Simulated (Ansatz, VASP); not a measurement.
SiC in VASP and in Ansatz

```
Si C
1.0
     3.06504    0.00000    0.00000
    -1.53252    2.65440    0.00000
     0.00000    0.00000    5.16367
Si C
2 2
Cartesian
  0.0000 1.7696 0.0236
  1.5325 0.8848 2.6054
  0.0000 1.7696 1.7334
  1.5325 0.8848 4.3153
```

Alike in both runs: task single point; functional PBE; k mesh 12 × 12 × 6; occupations gaussian, width 0.05 eV; no spin polarisation.

```csv
,VASP,Ansatz
version,VASP 6.6.1,Ansatz 0.2.0
potentials or method,"VASP PAW PBE potentials, release 64 (Si, C), cutoff 520 eV","scalar-relativistic, plane waves, PAW"
valence electrons in the cell,16,16
```

```tsv
	VASP	Ansatz	Ansatz less VASP
gap on the k mesh at the Fermi level (eV)	0.56	0.56	+0.005
least direct gap on the mesh (eV)	3.53	3.53	+0.002
pressure (GPa)	4.7	4.7	+0.06
traceless stress, the component that is largest in VASP (GPa)	13.09	13.17	+0.074
rms of the force components (eV/Å)	3.189	3.191	+0.0021
```

Atom by atom the forces differ by 0.002 eV/Å (rms over components). The functional is the same, so the differences come from potentials, cutoffs and numerics.
